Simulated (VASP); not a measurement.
Input of a VASP 6.6.1 run:

The input INCAR:

```
SYSTEM = Al2Au
PREC     = Accurate       ! precision mode
ENCUT    = 520            ! plane-wave cutoff, eV
EDIFF    = 1E-6           ! SCF threshold, eV
ISMEAR   = 0              ! smearing method
SIGMA    = 0.1            ! smearing width, eV
LREAL    = .False.        ! projectors in reciprocal space
LASPH    = .True.         ! aspherical terms in the spheres
NELM     = 100            ! most SCF steps
ALGO     = Normal         ! electronic algorithm
ISIF     = 2              ! what is computed and relaxed
LWAVE    = .False.        ! write WAVECAR
LCHARG   = .False.        ! write CHGCAR
GGA      = PE             ! functional
NBANDS   = 16             ! bands
```

The input KPOINTS:

```
regular mesh
0
Gamma
  12 12 12
  0 0 0
```

Contents of POSCAR:

```
Al2Au
1.0
    0.0000000000      3.0303901786      3.0303901786
    3.0303901786      0.0000000000      3.0303901786
    3.0303901786      3.0303901786      0.0000000000
Al Au
2 1
Direct
    0.2500000000      0.2500000000      0.2500000000
    0.7500000000      0.7500000000      0.7500000000
    0.0000000000      0.0000000000      0.0000000000
```

Potentials or basis: VASP PAW PBE potentials, release 64 (Al, Au).

Launch:

```bash
$ cat potpaw_PBE.64/Al/POTCAR potpaw_PBE.64/Au/POTCAR > POTCAR
$ mpirun -np 1 vasp_std > vasp.out
```

Problem. What does it give for the pressure?

Solution. -0.2 GPa.
